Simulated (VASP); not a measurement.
Os: single point with PBEsol

Os:

```
CELL_PARAMETERS angstrom
0.00000 1.90529 1.90529
1.90529 0.00000 1.90529
1.90529 1.90529 0.00000
ATOMIC_POSITIONS crystal
Os 0.00000 0.00000 0.00000
```

This isn't the form of Os at room conditions, which is hcp.

* Program: VASP 6.6.1
* Task: single point
* Functional: PBEsol
* Potentials or basis: VASP PAW PBE potentials, release 64 (Os)
* Cutoff: 520 eV
* k mesh: 12 × 12 × 12
* Occupations: fermi-dirac, width 0.01 eV
* Spin: non-collinear spin, zero start, spin-orbit coupling
* Starting moments: [[0.0, 0.0, 0.0]] μB

```
Pressure                                              : 3.9 GPa
Net moment                                            : 0.00 μB per cell
Valence electrons inside the program's atomic spheres : Os 7.51
```

Moments on the atoms (μB; x, y, z):
```
Os  0.00 0.00 0.00
```

Run time: 78 s on 1 thread of Intel(R) Xeon(R) Platinum 8488C (Sapphire Rapids) (shared host), peak memory 0.17 GiB.

Caveat: the cell stands under pressure; the PAW data sets were made with another functional, which shifts forces and pressure a little.
